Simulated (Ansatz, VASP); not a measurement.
One calculation of Ti3H, two programs

```xyz
8
Lattice="4.6037 0.0000 0.0000 -2.3019 3.9870 0.0000 0.0000 0.0000 22.4968" Properties=species:S:1:pos:R:3 pbc="T T T"
Ti    2.3019    1.3290    4.0000
Ti    0.0000    2.6580    4.9397
Ti    0.0000    0.0000    5.8795
Ti    2.3019    1.3290    6.7051
Ti    0.0000    2.6580    7.4342
Ti    0.0000    0.0000    8.4968
H    -0.9245    3.9870    8.9468
H     0.9245    3.9870    8.9468
```

Alike in both runs: task single point; functional PBE; k mesh 6 × 6 × 1; occupations gaussian, width 0.1 eV; no spin polarisation.

|  | VASP | Ansatz |
| --- | --- | --- |
| version | VASP 6.6.1 | Ansatz 0.2.0 |
| potentials or method | VASP PAW PBE potentials, release 64 (Ti_sv, H), cutoff 520 eV | scalar-relativistic, plane waves, PAW |
| valence electrons in the cell | 74 | 74 |

VASP gave:

| Item | Value |
| --- | --- |
| gap on the k mesh at the Fermi level (eV) | none |
| rms of the force components (eV/Å) | 1.719 |

Q: Estimate Ansatz's values.

A: gap on the k mesh at the Fermi level (eV): none; rms of the force components (eV/Å): 1.720.

Atom by atom the forces differ by 0.007 eV/Å (rms over components). A gap of «none» marks a metal or a gap that the smearing closes. Ansatz's warnings: xc potential rough in thin density.
